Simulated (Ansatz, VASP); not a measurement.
**Two plane-wave programs on Sb2Pt**

```
Pt Sb
1.0
     4.05999    0.00000    0.00000
    -2.02999    3.51605    0.00000
     0.00000    0.00000    5.22591
Pt Sb
1 2
Direct
  0.00000 0.00000 0.00000
  0.33333 0.66667 0.25841
  0.66667 0.33333 0.74159
```

Alike in both runs: functional PBE; k mesh 10 × 10 × 6; occupations gaussian, width 0.05 eV; no spin polarisation.

Ansatz relaxed the structure, and its values are those at the end. VASP's run is a single point on that final structure, the one shown.

|  | VASP | Ansatz |
| --- | --- | --- |
| version | VASP 6.6.1 | Ansatz 0.2.0 |
| potentials or method | VASP PAW PBE potentials, release 64 (Pt, Sb), cutoff 520 eV | scalar-relativistic, plane waves, PAW |
| valence electrons in the cell | 20 | 48 |

|  | VASP | Ansatz | Ansatz less VASP |
| --- | --- | --- | --- |
| gap on the k mesh at the Fermi level (eV) | none | none | - |
| pressure (GPa) | -0.3 | 0.0 | +0.29 |
| rms of the force components (eV/Å) | 0.009 | 0.000 | -0.0086 |

A gap of «none» marks a metal or a gap that the smearing closes. VASP's potentials hold 20 valence electrons a cell and Ansatz's 48, so a difference there can come from the potentials and not from the codes.

Neither program's run includes spin-orbit coupling.
